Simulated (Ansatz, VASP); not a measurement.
**Two plane-wave programs on C**

```
CELL_PARAMETERS angstrom
2.12732 -1.22828 0.00000
2.12732 1.22828 0.00000
-1.37907 0.00000 3.50283
ATOMIC_POSITIONS crystal
C 0.83336 0.83336 0.00009
C 0.16664 0.16664 0.99991
```

Alike in both runs: task single point; functional PBEsol; k mesh 11 × 11 × 7; occupations fermi-dirac, width 0.5 eV; no spin polarisation.

|  | VASP | Ansatz |
| --- | --- | --- |
| version | VASP 6.6.1 | Ansatz 0.2.0 |
| potentials or method | VASP PAW PBE potentials, release 64 (C), cutoff 600 eV | plane waves, PAW |
| valence electrons in the cell | 8 | 8 |

VASP gave:

| Item | Value |
| --- | --- |
| pressure (GPa) | 1.6 |
| traceless stress, the component that is largest in VASP (GPa) | -1.52 |
| rms of the force components (eV/Å) | 0.003 |

Problem. Which values does Ansatz return?

Solution. Pressure (GPa): 1.4; traceless stress, the component that is largest in VASP (GPa): -0.98; rms of the force components (eV/Å): 0.003.

VASP's potentials were made for PBE, not for PBEsol. Atom by atom the forces differ by 0.000 eV/Å (rms over components). Ansatz's warnings: stress scf threshold loose.
